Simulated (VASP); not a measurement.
# Se (P3_121) in VASP: further runs

Aim: see how the results for Se move with the level of theory and the settings. Levels: BLYP+D3(BJ), BLYP+D4, LDA, PBE. Tasks: single point.

Program: VASP 6.6.1. These are calculated values, not measurements. Logs are shortened: lines on timing, memory, paths and dates and some standing lists are left out, and cuts for length are marked.

### 1 The cell of the first run

It takes space group P3_121 (No. 152, trigonal). Conventional cell: a = 4.077 Å, b = 4.077 Å, c = 5.168 Å, α = 90.00°, β = 90.00°, γ = 120.00°. Within 3.3 Å of Se (site symmetry 2) lie 6 Se at 2.46 to 3.20 Å.

### 2 Single point, BLYP+D3(BJ)

Input file INCAR:

```
AGGAC    = 1.0          
AGGAX    = 1.0          
ALDAC    = 0.0          
ALDAX    = 1.0          
ALGO     = Normal         # electronic algorithm
EDIFF    = 1E-7           # SCF threshold, eV
ENCUT    = 520            # plane-wave cutoff, eV
GGA      = B5             # functional
ISIF     = 2              # what is computed and relaxed
ISMEAR   = -1             # smearing method
IVDW     = 12             # dispersion correction
LASPH    = T              # aspherical terms in the spheres
LCHARG   = F              # write CHGCAR
LREAL    = F              # projectors in reciprocal space
LWAVE    = F              # write WAVECAR
NBANDS   = 16             # bands
NELM     = 100            # most SCF steps
PREC     = Accurate       # precision mode
SIGMA    = 0.05           # smearing width, eV
VDW_A1   = 0.4298       
VDW_A2   = 4.2359       
VDW_S6   = 1.0          
VDW_S8   = 2.6996
```

Input file KPOINTS:

```
k-points
0
Gamma
  7 7 6
```

Input file POSCAR:

```
Se
1.0
    4.0766850860      0.0000000000      0.0000000000
   -2.0383425430      3.5305128477      0.0000000000
    0.0000000000      0.0000000000      5.1675311124
Se
3
Direct
    0.7506807274      0.7506807274      0.0000000000
    0.0000000000      0.2493192726      0.6666666667
    0.2493192726      0.0000000000      0.3333333333
```

Potentials or basis: VASP PAW PBE potentials, release 64 (Se).

Launch:

```
cat potpaw_PBE.64/Se/POTCAR > POTCAR
mpirun -np 1 vasp_std > vasp.out
```

OUTCAR:

```text
EDIFF = 1E-7
   ENCUT = 520
   GGA = B5
   ISIF = 2
   ISMEAR = -1
   IVDW = 12
   LASPH = T
   LREAL = F
   NELM = 100
   PREC = Accurate
 IVDW          = 12

 ion  position               nearest neighbor table
   1  0.751  0.751  0.000-   2 2.46   3 2.46
   2  0.000  0.249  0.667-   1 2.46   3 2.46
   3  0.249  0.000  0.333-   1 2.46   2 2.46

  LATTYP: Found a hexagonal cell.
 ALAT       =     4.0766850860
 C/A-ratio  =     1.2675816266

  Lattice vectors:

 A1 = (   4.0766850860,   0.0000000000,   0.0000000000)
 A2 = (  -2.0383425430,   3.5305128477,   0.0000000000)
 A3 = (   0.0000000000,   0.0000000000,   5.1675311124)

Analysis of symmetry for initial positions (statically):
=====================================================================
 Subroutine PRICEL returns:
 Original cell was already a primitive cell.

 Routine SETGRP: Setting up the symmetry group for a
 hexagonal supercell.

 Subroutine GETGRP returns: Found  6 space group operations
 (whereof  2 operations were pure point group operations)
 out of a pool of 24 trial point group operations.

The static configuration has the point symmetry C_2 .
 The point group associated with its full space group is D_3 .

Analysis of symmetry for dynamics (positions and initial velocities):
=====================================================================
 Subroutine PRICEL returns:
 Original cell was already a primitive cell.

 Routine SETGRP: Setting up the symmetry group for a
 hexagonal supercell.

 Subroutine GETGRP returns: Found  6 space group operations
 (whereof  2 operations were pure point group operations)
 out of a pool of 24 trial point group operations.

The dynamic configuration has the point symmetry C_2 .
 The point group associated with its full space group is D_3 .

 Subroutine INISYM returns: Found  6 space group operations
 (whereof  2 operations are pure point group operations),
 and found     1 'primitive' translations

----------------------------------------------------------------------------------------

                                     Primitive cell

  volume of cell :      74.3752

  direct lattice vectors                    reciprocal lattice vectors
     4.076685086  0.000000000  0.000000000     0.245297338  0.141622484  0.000000000
    -2.038342543  3.530512848  0.000000000     0.000000000  0.283244968  0.000000000
     0.000000000  0.000000000  5.167531112     0.000000000  0.000000000  0.193516010

  length of vectors
     4.076685086  4.076685086  5.167531112     0.283244968  0.283244968  0.193516010

  position of ions in fractional coordinates (direct lattice)
     0.750680727  0.750680727  0.000000000
     0.000000000  0.249319273  0.666666667
     0.249319273  0.000000000  0.333333333

  ion indices of the primitive-cell ions
   primitive index   ion index
                 1           1
                 2           2
                 3           3

----------------------------------------------------------------------------------------

 KPOINTS: k-points

Automatic generation of k-mesh.
 Grid dimensions read from file:
 generate k-points for:    7    7    6

 Generating k-lattice:

  Cartesian coordinates                     Fractional coordinates (reciprocal lattice)
     0.035042477  0.020231783  0.000000000     0.142857143  0.000000000  0.000000000
     0.000000000  0.040463567  0.000000000     0.000000000  0.142857143  0.000000000
     0.000000000  0.000000000  0.032252668     0.000000000  0.000000000  0.166666667

  Length of vectors
     0.040463567  0.040463567  0.032252668

  Shift w.r.t. Gamma in fractional coordinates (k-lattice)
     0.000000000  0.000000000  0.000000000

 Subroutine IBZKPT returns following result:
 ===========================================

 Found     40 irreducible k-points:

 Following reciprocal coordinates:
            Coordinates               Weight
  0.000000  0.000000  0.000000      1.000000
  0.142857  0.000000  0.000000      6.000000
  0.285714  0.000000  0.000000      6.000000
  0.428571  0.000000  0.000000      6.000000
  0.142857  0.142857  0.000000      6.000000
  0.285714  0.142857  0.000000     12.000000
[... 16 lines left out ...]
  0.000000  0.142857  0.333333      6.000000
  0.285714  0.000000  0.333333      6.000000
 [... further k-points ...]
   k-points           NKPTS =     40   k-points in BZ     NKDIM =     40   number of bands    NBANDS=     16
   number of dos      NEDOS =    301   number of ions     NIONS =      3
   total plane-waves  NPLWV =  36000
   dimension x,y,z NGX =    30 NGY =   30 NGZ =   40
   dimension x,y,z NGXF=    60 NGYF=   60 NGZF=   80
   ions per type =               3
   NGX,Y,Z   is equivalent  to a cutoff of  12.23, 12.23, 12.87 a.u.
   NGXF,Y,Z  is equivalent  to a cutoff of  24.47, 24.47, 25.74 a.u.
 SYSTEM =  unknown system
   PREC   = accura    normal or accurate (medium, high low for compatibility)
   ISTART =      0    job   : 0-new  1-cont  2-samecut
   ICHARG =      2    charge: 1-file 2-atom 10-const
   ISPIN  =      1    spin polarized calculation?
   LNONCOLLINEAR =      F non collinear calculations
   LSORBIT =      F    spin-orbit coupling
   LASPH  =      T    aspherical Exc in radial PAW
   ENCUT  =  520.0 eV  38.22 Ry    6.18 a.u.   7.58  7.58  9.61*2*pi/ulx,y,z
   NELM   =    100;   NELMIN=  2; NELMDL= -5     # of ELM steps
   EDIFF  = 0.1E-06   stopping-criterion for ELM
   LREAL  =      F    real-space projection
   EDIFFG = 0.1E-05   stopping-criterion for IOM
   NSW    =      0    number of steps for IOM
   IBRION =     -1    ionic relax: 0-MD 1-quasi-New 2-CG
   NFREE  =      0    steps in history (QN), initial steepest desc. (CG)
   ISIF   =      2    stress and relaxation
   ISYM   =      2    0-nonsym 1-usesym 2-fastsym
   POTIM  = 0.5000    time-step for ionic-motion
   TEBEG  =    0.0;   TEEND  =   0.0 temperature during run
   PSTRESS=    0.0 pullay stress
   NELECT =      18.0000    total number of electrons
   NUPDOWN=      -1.0000    fix difference up-down
   EMIN   =  10.00;   EMAX   =-10.00  energy-range for DOS
   EFERMI =   0.00;   METHOD = LEGACY
   ISMEAR =    -1;   SIGMA  =   0.05  broadening in eV -4-tet -1-fermi 0-gaus
   EFERMI_NEDOS =   21; number of points for ismear=-14 and -15
   IALGO  =     38    algorithm
   IMIX   =      4    mixing-type and parameters
     AMIX     =   0.40;   BMIX     =  1.00
     AMIX_MAG =   1.60;   BMIX_MAG =  1.00
  volume/ion in A,a.u.               =      24.79       167.30
  Fermi-wavevector in a.u.,A,eV,Ry     =   1.020210  1.927918 14.161335  1.040829
  Thomas-Fermi vector in A             =   2.153767
   LORBIT       =      0    0 simple, 1 ext, 2 COOP (PROOUT), +10 PAW based schemes
   GGA     = B5    functional components
   LHFCALC =     F    Hartree Fock is set to
   AEXX    =    0.0000 exact exchange contribution
   IVDW    =    12    specifies the selected vdW correction
   LEPSILON=     F    determine dielectric tensor
   LRPA    =     F    only Hartree local field effects (RPA)
 non-spin polarized calculation
  energy-cutoff  :      520.00
  volume of cell :       74.38
 maximum number of plane-waves:      2027
   NGX = 15   NGY = 15   NGZ = 19

 number of electron      17.9999997 magnetization

 Free energy of the ion-electron system (eV)
  ---------------------------------------------------
  ext. energy  EPLUGINS =         0.00000000
  ---------------------------------------------------
  free energy    TOTEN  =        -8.73568786 eV

  energy without entropy =       -8.73568181  energy(sigma->0) =       -8.73568483

 E-fermi :   4.3609     XC(G=0):  -8.7998

 val. band max:        3.9110260090   @ k =   0.4286   0.1429   0.5000
 cond. band min:       4.8195624372   @ k =   0.2857   0.2857   0.5000
 fundamental gap:      0.9085364282
 Fermi energy:         4.3608792723

 k-point     1 :       0.0000    0.0000    0.0000
  band No.  band energies     occupation
      1     -11.8594      2.00000
      2      -7.9682      2.00000
      3      -7.9682      2.00000
      4       0.4222      2.00000
      5       0.5851      2.00000
      6       0.5851      2.00000
[... 8 lines left out ...]
     15      11.1185      0.00000
     16      12.5166      0.00000

 k-point     2 :       0.1429    0.0000    0.0000
  band No.  band energies     occupation
      1     -11.7285      2.00000
      2      -8.0346      2.00000
      3      -7.9412      2.00000
      4      -0.4004      2.00000
      5       0.1219      2.00000
      6       0.5470      2.00000
[... 8 lines left out ...]
     15      11.8267      0.00000
     16      12.4138      0.00000

 k-point     3 :       0.2857    0.0000    0.0000
  band No.  band energies     occupation
      1     -11.3827      2.00000
      2      -8.2741      2.00000
      3      -7.8762      2.00000
      4      -1.1606      2.00000
      5      -0.4678      2.00000
      6       0.2257      2.00000
[... 8 lines left out ...]
     15      12.7273      0.00000
     16      13.3991      0.00000

 k-point     4 :       0.4286    0.0000    0.0000
  band No.  band energies     occupation
      1     -11.0171      2.00000
      2      -8.5975      2.00000
      3      -7.8197      2.00000
      4      -1.3493      2.00000
      5      -0.8145      2.00000
      6       0.1531      2.00000
[... 8 lines left out ...]
     15      14.1922      0.00000
     16      14.7639      0.00000
[... 324 lines left out ...]
 k-point    22 :       0.1429    0.0000    0.3333
  band No.  band energies     occupation
      1     -11.2580      2.00000
      2      -9.9085      2.00000
      3      -6.2765      2.00000
      4      -0.5372      2.00000
      5       0.3597      2.00000
      6       0.9025      2.00000
[... 8 lines left out ...]
     15      11.7146      0.00000
     16      11.9719      0.00000

 k-point    23 :       0.0000    0.1429    0.3333
  band No.  band energies     occupation
      1     -11.2549      2.00000
      2      -9.9177      2.00000
      3      -6.2508      2.00000
      4      -0.6039      2.00000
      5       0.0973      2.00000
      6       0.8220      2.00000
[... 8 lines left out ...]
     15      11.6716      0.00000
     16      12.4133      0.00000

 k-point    24 :       0.2857    0.0000    0.3333
  band No.  band energies     occupation
      1     -10.9526      2.00000
      2      -9.6840      2.00000
      3      -6.8568      2.00000
      4      -1.0270      2.00000
      5      -0.2499      2.00000
      6       0.4830      2.00000
[... 8 lines left out ...]
     15      11.6621      0.00000
     16      12.7097      0.00000

 [... further k-points ...]

------------------------ aborting loop because EDIFF is reached ----------------------------------------

 Edisp (eV)   -2.34402

 E8    (eV) :    -1.6801

  FORCE on cell =-STRESS in cart. coord.  units (eV):
  Direction    XX          YY          ZZ          XY          YZ          ZX
  --------------------------------------------------------------------------------------
  -------------------------------------------------------------------------------------
  Total       0.09799     0.09799     0.16270     0.00000     0.00000     0.00000
  in kB       2.11081     2.11081     3.50493     0.00000     0.00000     0.00000
  external pressure =        2.58 kB  Pullay stress =        0.00 kB

 VOLUME and BASIS-vectors are now :
 -----------------------------------------------------------------------------
  energy-cutoff  :      520.00
  volume of cell :       74.38
      direct lattice vectors                 reciprocal lattice vectors
     4.076685086  0.000000000  0.000000000     0.245297338  0.141622484  0.000000000
    -2.038342543  3.530512848  0.000000000     0.000000000  0.283244968  0.000000000
     0.000000000  0.000000000  5.167531112     0.000000000  0.000000000  0.193516010

 POSITION                                       TOTAL-FORCE (eV/Angst)
 -----------------------------------------------------------------------------------
      1.53014      2.65029      0.00000        -0.019740     -0.034190     -0.000000
     -0.50820      0.88022      3.44502        -0.019740      0.034190     -0.000000
      1.01640      0.00000      1.72251         0.039479      0.000000      0.000000
 -----------------------------------------------------------------------------------
    total drift:                               -0.000001     -0.000001      0.000000

  FREE ENERGIE OF THE ION-ELECTRON SYSTEM (eV)
  ---------------------------------------------------
  free  energy   TOTEN  =       -11.0797071081 eV

  energy  without entropy=      -11.0797010572  energy(sigma->0) =      -11.07970408
```

Wall time 26 s (1 thread of Intel Xeon 6975P-C (Granite Rapids), shared host); peak memory 0.2 GiB.

Results:

```yaml
Free_energy: -11.0797 eV
Pressure: 0.3 GPa
Largest_force: 0.039 eV/Å
Band_gap_on_the_k_mesh: 0.91 eV (least direct gap 1.13 eV)
Dispersion_energy_per_atom: -0.781 eV
```

Forces in eV/Å, atoms in the order of the input:
```
Se  -0.020 -0.034  0.000
Se  -0.020  0.034  0.000
Se   0.039  0.000  0.000
```

Caveat: the PAW data sets were made with another functional, which shifts forces and pressure a little; an odd mesh through Γ misses points on the zone boundary, where band edges can lie.

(Part 1 of 2 ends here.)
